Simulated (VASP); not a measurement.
# Li in VASP: notebook

The runs below take Li through single point, with PBE+D3(BJ).

Program: VASP 6.6.1. These are calculated values, not measurements. Logs are shortened: lines on timing, memory, paths and dates and some standing lists are left out, and cuts for length are marked.

### 1 The cell of the first run

The cell holds a slab with vacuum, 3 atoms: a = 2.880 Å, b = 2.880 Å, c = 18.702 Å, α = 90.00°, β = 90.00°, γ = 109.47°.

### 2 Single point, PBE+D3(BJ)

INCAR

```
SYSTEM = Li
  PREC = Accurate
  ENCUT = 520
  EDIFF = 1E-6
  ISMEAR = 0
  SIGMA = 0.1
  LREAL = .FALSE.
  LASPH = .TRUE.
  NELM = 80
  ALGO = Fast
  ISIF = 2
  LWAVE = .FALSE.
  LCHARG = .FALSE.
  LDIPOL = .TRUE.
  IDIPOL = 3
  DIPOL = 0.5 0.5 0.497
  GGA = PE
  IVDW = 12
  NBANDS = 12
```

KPOINTS

```
regular mesh
0
G
  11 11 1
  0 0 0
```

POSCAR

```
Li
1.0
    2.8795791328      0.0000000000      0.0000000000
   -0.9598597109      2.7148932424      0.0000000000
    0.0000000000      0.0000000000     18.7023330330
Li
3
Direct
    0.5000000000      0.5000000000      0.3742848546
    0.0000000000      0.0000000000      0.4974490811
    0.5000000000      0.5000000000      0.6201920001
```

Potentials or basis: VASP PAW PBE potentials, release 64 (Li_sv).

Run with:

```
> cat potpaw_PBE.64/Li_sv/POTCAR > POTCAR
> mpirun -np 1 vasp_std > vasp.out
```

OUTCAR:

```text
SYSTEM = Li
   PREC = Accurate
   ENCUT = 520
   EDIFF = 1E-6
   ISMEAR = 0
   LREAL = .FALSE.
   LASPH = .TRUE.
   NELM = 80
   ISIF = 2
   GGA = PE
   IVDW = 12
 IVDW          = 12

 ion  position               nearest neighbor table
   1  0.500  0.500  0.374-
   2  0.000  0.000  0.497-
   3  0.500  0.500  0.620-

  LATTYP: Found a base centered orthorhombic cell.
 ALAT       =     3.3250515750
 B/A-ratio  =     1.4142135623
 C/A-ratio  =     5.6246745685

  Lattice vectors:

 A1 = (   2.8795791328,   0.0000000000,   0.0000000000)
 A2 = (  -0.9598597109,   2.7148932424,   0.0000000000)
 A3 = (   0.0000000000,   0.0000000000,  18.7023330330)

Analysis of symmetry for initial positions (statically):
=====================================================================
 Subroutine PRICEL returns:
 Original cell was already a primitive cell.

 Routine SETGRP: Setting up the symmetry group for a
 base centered orthorhombic supercell.

 Subroutine GETGRP returns: Found  4 space group operations
 (whereof  4 operations were pure point group operations)
 out of a pool of  8 trial point group operations.

The static configuration has the point symmetry C_2v.

Analysis of symmetry for dynamics (positions and initial velocities):
=====================================================================
 Subroutine PRICEL returns:
 Original cell was already a primitive cell.

 Routine SETGRP: Setting up the symmetry group for a
 base centered orthorhombic supercell.

 Subroutine GETGRP returns: Found  4 space group operations
 (whereof  4 operations were pure point group operations)
 out of a pool of  8 trial point group operations.

The dynamic configuration has the point symmetry C_2v.

 Subroutine INISYM returns: Found  4 space group operations
 (whereof  4 operations are pure point group operations),
 and found     1 'primitive' translations

----------------------------------------------------------------------------------------

                                     Primitive cell

  volume of cell :     146.2102

  direct lattice vectors                    reciprocal lattice vectors
     2.879579133  0.000000000  0.000000000     0.347272971  0.122779536  0.000000000
    -0.959859711  2.714893242  0.000000000     0.000000000  0.368338609  0.000000000
[... 103 lines left out ...]
   EFERMI_NEDOS =   21; number of points for ismear=-14 and -15
   IALGO  =     68    algorithm
   IMIX   =      4    mixing-type and parameters
     AMIX     =   0.40;   BMIX     =  1.00
     AMIX_MAG =   1.60;   BMIX_MAG =  1.00
  volume/ion in A,a.u.               =      48.74       328.89
  Fermi-wavevector in a.u.,A,eV,Ry     =   0.646393  1.221505  5.684835  0.417824
  Thomas-Fermi vector in A             =   1.714360
   LORBIT       =      0    0 simple, 1 ext, 2 COOP (PROOUT), +10 PAW based schemes
   GGA     = PE    functional components
   LHFCALC =     F    Hartree Fock is set to
   AEXX    =    0.0000 exact exchange contribution
   IVDW    =    12    specifies the selected vdW correction
   LEPSILON=     F    determine dielectric tensor
   LRPA    =     F    only Hartree local field effects (RPA)
 non-spin polarized calculation
 RMM-DIIS sequential band-by-band and
 Gauss-broadening in eV      SIGMA  =   0.10
  energy-cutoff  :      520.00
  volume of cell :      146.21
 maximum number of plane-waves:      3975
 NGX is ok and might be reduce to    24

 dipolmoment           0.000000      0.000000      0.000194 electrons x Angstroem

 number of electron       9.0000001 magnetization

 dipolmoment           0.000000      0.000000     -0.000159 electrons x Angstroem

 Free energy of the ion-electron system (eV)
  ---------------------------------------------------
  ext. energy  EPLUGINS =         0.00000000
  ---------------------------------------------------
  free energy    TOTEN  =        -5.18779726 eV

  energy without entropy =       -5.18376531  energy(sigma->0) =       -5.18578128

 E-fermi :  -1.6058     XC(G=0):  -3.6543

 val. band max:       -1.7327178132   @ k =   0.3636   0.0909   0.0000
 cond. band min:      -1.5989949159   @ k =   0.4545   0.0909   0.0000
 fundamental gap:      0.1337228973
 Fermi energy:        -1.6058358048

 k-point     1 :       0.0000    0.0000    0.0000
  band No.  band energies     occupation
      1     -48.4319      2.00000
      2     -48.4282      2.00000
      3     -47.9521      2.00000
      4      -5.0434      2.00000
      5      -3.9736      2.00000
      6      -2.3121      2.00000
      7      -1.3430      0.00020
      8       1.2292      0.00000
      9       1.9143      0.00000
     10       2.6206      0.00000
     11       4.7357      0.00000
     12       4.8389      0.00000
[... 331 lines left out ...]
 k-point    24 :      -0.1818    0.1818    0.0000
  band No.  band energies     occupation
      1     -48.4250      2.00000
      2     -48.4213      2.00000
      3     -47.9451      2.00000
      4      -4.3957      2.00000
      5      -3.3035      2.00000
      6      -1.5623      0.53794
      7      -0.4573      0.00000
      8       2.0464      0.00000
      9       2.7790      0.00000
     10       3.3345      0.00000
     11       5.4891      0.00000
     12       7.1204      0.00000

 [... further k-points ...]

------------------------ aborting loop because EDIFF is reached ----------------------------------------

 vacuum level on the upper side and lower side of the slab       (xc-potential included)        -0.289        -0.285

 Edisp (eV)   -0.39479

 E8    (eV) :    -0.1718

  FORCE on cell =-STRESS in cart. coord.  units (eV):
  Direction    XX          YY          ZZ          XY          YZ          ZX
  --------------------------------------------------------------------------------------
  -------------------------------------------------------------------------------------
  Total       0.25055     0.17985    -0.02786    -0.09998     0.00000     0.00000
  in kB       2.74554     1.97081    -0.30531    -1.09564     0.00000     0.00000
  external pressure =        1.47 kB  Pullay stress =        0.00 kB

 VOLUME and BASIS-vectors are now :
 -----------------------------------------------------------------------------
  energy-cutoff  :      520.00
  volume of cell :      146.21
      direct lattice vectors                 reciprocal lattice vectors
     2.879579133  0.000000000  0.000000000     0.347272971  0.122779536  0.000000000
    -0.959859711  2.714893242  0.000000000     0.000000000  0.368338609  0.000000000
     0.000000000  0.000000000 18.702333033     0.000000000  0.000000000  0.053469265

 POSITION                                       TOTAL-FORCE (eV/Angst)
 -----------------------------------------------------------------------------------
      0.95986      1.35745      7.00000         0.000000      0.000000     -0.002856
      0.00000      0.00000      9.30346         0.000000      0.000000     -0.006734
      0.95986      1.35745     11.59904        -0.000000      0.000000      0.009590
 -----------------------------------------------------------------------------------
    total drift:                                0.000000      0.000000     -0.000457

  FREE ENERGIE OF THE ION-ELECTRON SYSTEM (eV)
  ---------------------------------------------------
  free  energy   TOTEN  =        -5.5825904111 eV

  energy  without entropy=       -5.5785584582  energy(sigma->0) =       -5.58057443

 vacuum level on the upper side and lower side of the slab         1.522         1.533
```

OSZICAR:

```text
N       E                     dE             d eps       ncg     rms          rms(c)
DAV:   1     0.299186870305E+02    0.29919E+02   -0.46311E+03   864   0.575E+02
DAV:   2     0.450995534198E+01   -0.25409E+02   -0.24718E+02  1080   0.145E+02
DAV:   3    -0.521690637342E+01   -0.97269E+01   -0.96216E+01  1684   0.418E+01
[... 12 lines left out ...]
RMM:  16    -0.518773403375E+01   -0.91222E-04   -0.27024E-05  1358   0.196E-02    0.336E-03
RMM:  17    -0.518779303330E+01   -0.59000E-04   -0.10514E-05  1320   0.136E-02    0.151E-03
RMM:  18    -0.518779523306E+01   -0.21998E-05   -0.41133E-06  1285   0.891E-03    0.698E-04
RMM:  19    -0.518779682941E+01   -0.15964E-05   -0.13291E-06  1224   0.674E-03    0.379E-04
RMM:  20    -0.518779725948E+01   -0.43008E-06   -0.65432E-07  1173   0.569E-03
   1 F= -.55825904E+01 E0= -.55805744E+01  d E =-.403195E-02
```

Wall time 89 s (1 thread of Intel Xeon Platinum 8259CL at 2.50GHz (Skylake/Cascade Lake), shared host); peak memory 0.27 GiB.

What came out:

| Property | Result |
| --- | --- |
| Free energy | -5.5826 eV |
| Largest force | 0.010 eV/Å |
| Dispersion energy per atom | -0.132 eV |

Forces on the atoms (eV/Å):
```
Li   0.000  0.000 -0.003
Li   0.000  0.000 -0.007
Li   0.000  0.000  0.010
```

Levels at points of the mesh, in eV from the Fermi level:
```tsv
k point	band 2	band 3	band 4	band 5	band 6	band 7	band 8	band 9
(0.00, 0.00, 0.00)	-46.82	-46.35	-3.44	-2.37	-0.71	0.26	2.84	3.52
```

Caveat: the cutoff is under 1.25 times the usual one of these potentials, so pressure, stress and relaxed cells hold a basis-set (Pulay) error.

### 3 Single point, PBE+D3(BJ)

This run uses another cell than the first one: it holds 12 atoms, not 3.

INCAR

```
SYSTEM = Li
PREC     = Accurate       ! precision mode
ENCUT    = 520            ! plane-wave cutoff, eV
EDIFF    = 1E-6           ! SCF threshold, eV
ISMEAR   = 0              ! smearing method
SIGMA    = 0.1            ! smearing width, eV
LREAL    = .False.        ! projectors in reciprocal space
LASPH    = .True.         ! aspherical terms in the spheres
NELM     = 80             ! most SCF steps
ALGO     = Fast           ! electronic algorithm
ISIF     = 2              ! what is computed and relaxed
LWAVE    = .False.        ! write WAVECAR
LCHARG   = .False.        ! write CHGCAR
LDIPOL   = .True.       
IDIPOL   = 3            
DIPOL    = 0.5 0.5 0.270
GGA      = PE             ! functional
IVDW     = 12             ! dispersion correction
NBANDS   = 30             ! bands
```

KPOINTS

```
regular mesh
0
Gamma
  5 5 1
  0 0 0
```

POSCAR

```
Li
1.0
    5.7591582657      0.0000000000      0.0000000000
   -1.9197194219      5.4297864848      0.0000000000
    0.0000000000      0.0000000000     23.3490373303
Li
12
Direct
    0.2500000000      0.2500000000      0.1713132727
    0.2500000000      0.7500000000      0.1713132727
    0.7500000000      0.2500000000      0.1713132727
    0.7500000000      0.7500000000      0.1713132727
    0.0000000000      0.0000000000      0.2699665212
    0.0000000000      0.5000000000      0.2699665212
    0.5000000000      0.0000000000      0.2699665212
    0.5000000000      0.5000000000      0.2699665212
    0.2500000000      0.2500000000      0.3682823068
    0.2500000000      0.7500000000      0.3682823068
    0.7500000000      0.2500000000      0.3682823068
    0.7500000000      0.7500000000      0.3682823068
```

Potentials or basis: VASP PAW PBE potentials, release 64 (Li_sv).

Run with:

```
> cat potpaw_PBE.64/Li_sv/POTCAR > POTCAR
> mpirun -np 1 vasp_std > vasp.out
```

It took 14 min on 1 thread of Intel Xeon Platinum 8259CL at 2.50GHz (Skylake/Cascade Lake), shared host; peak memory 0.8 GiB.

The run converged. Its results:

```
Free energy                : -22.2274 eV
Largest force              : 0.020 eV/Å
Band gap on the k mesh     : zero (band 18 reaches -1.84 eV, above the bottom of band 19 at -2.25 eV)
Dispersion energy per atom : -0.131 eV
```

Forces in eV/Å, atoms in the order of the input:
```
Li   0.000  0.000 -0.013
Li   0.000  0.000 -0.013
Li   0.000  0.000 -0.013
Li   0.000  0.000 -0.013
Li   0.000  0.000 -0.007
Li   0.000  0.000 -0.007
Li   0.000  0.000 -0.007
Li   0.000  0.000 -0.007
Li   0.000  0.000  0.020
Li   0.000  0.000  0.020
Li   0.000  0.000  0.020
Li   0.000  0.000  0.020
```

Levels at points of the mesh, in eV from the Fermi level:
| k point | band 14 | band 15 | band 16 | band 17 | band 18 | band 19 | band 20 | band 21 | band 22 | band 23 |
| --- | --- | --- | --- | --- | --- | --- | --- | --- | --- | --- |
| (0.00, 0.00, 0.00) | -2.36 | -0.69 | 0.00 | 0.00 | 0.15 | 0.15 | 0.28 | 0.32 | 0.32 | 0.49 |

Caveat: the cutoff is under 1.25 times the usual one of these potentials, so pressure, stress and relaxed cells hold a basis-set (Pulay) error.
